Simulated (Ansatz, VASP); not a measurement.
# Si: VASP beside Ansatz

INCAR

```
ALGO = Normal
EDIFF = 1E-6
ENCUT = 520
GGA = CA
ISIF = 2
ISMEAR = 0
LASPH = True
LCHARG = False
LREAL = False
LWAVE = False
NBANDS = 16
NELM = 80
PREC = Accurate
SIGMA = 0.05
```

KPOINTS

```
k-points
0
Gamma
  10 10 6
```

Contents of POSCAR:

```
Si
1.0
    0.0000000000     -2.7007989451     -2.7007989451
    0.0000000000      2.7007989451     -2.7007989451
    5.6538525117      0.0000000000      0.0000000000
Si
4
Direct
    0.5000000000      0.5000000000     -0.0122186067
    0.0000000000      0.0000000000      0.5122186067
    0.0000000000      0.5000000000      0.2500000000
    0.5000000000      0.0000000000      0.7500000000
```

Input for Ansatz:

```yaml
crystal:
  lattice:
    - [0.0, -2.7007989451, -2.7007989451]
    - [0.0, 2.7007989451, -2.7007989451]
    - [5.6538525117, 0.0, 0.0]
  atoms:
    - { symbol: Si, position: [0.5, 0.5, -0.0122186067] }
    - { symbol: Si, position: [0.0, 0.0, 0.5122186067] }
    - { symbol: Si, position: [0.0, 0.5, 0.25] }
    - { symbol: Si, position: [0.5, 0.0, 0.75] }
basis:
  ecutwfc: 420
kpoints:
  mp_grid: { grid: [10, 10, 6] }
hamiltonian:
  xc: lda
  pseudopotentials: { kind: paw, azcp: { folder: soft_1 } }
scf:
  occupations: { method: gaussian, width: 0.05 }
output:
  forces: true
  stress: true
  eigenvalues: true
```

Change from the starting cell: mode 6 frozen in at -0.066 Å, normal strain along x +0.0467.

Alike in both runs: task single point; functional LDA; k mesh 10 × 10 × 6; occupations gaussian, width 0.05 eV; no spin polarisation.

|  | VASP | Ansatz |
| --- | --- | --- |
| version | VASP 6.6.1 | Ansatz 0.2.0 |
| potentials or method | VASP PAW LDA potentials, release 64 (Si), cutoff 520 eV | scalar-relativistic, plane waves, PAW |
| valence electrons in the cell | 16 | 16 |

```csv
,VASP,Ansatz,Ansatz less VASP
gap on the k mesh at the Fermi level (eV),0.08,0.09,+0.003
least direct gap on the mesh (eV),0.74,0.74,+0.002
pressure (GPa),-3.8,-3.8,-0.05
"traceless stress, the component that is largest in VASP (GPa)",-3.35,-3.35,0.000
rms of the force components (eV/Å),0.447,0.447,-0.0001
```

Ansatz warns that its potentials were made for another functional, while VASP's fit it. LDA's correlation is that of Perdew and Zunger in VASP and of Perdew and Wang (1992) in Ansatz. Atom by atom the forces differ by 0.000 eV/Å (rms over components).
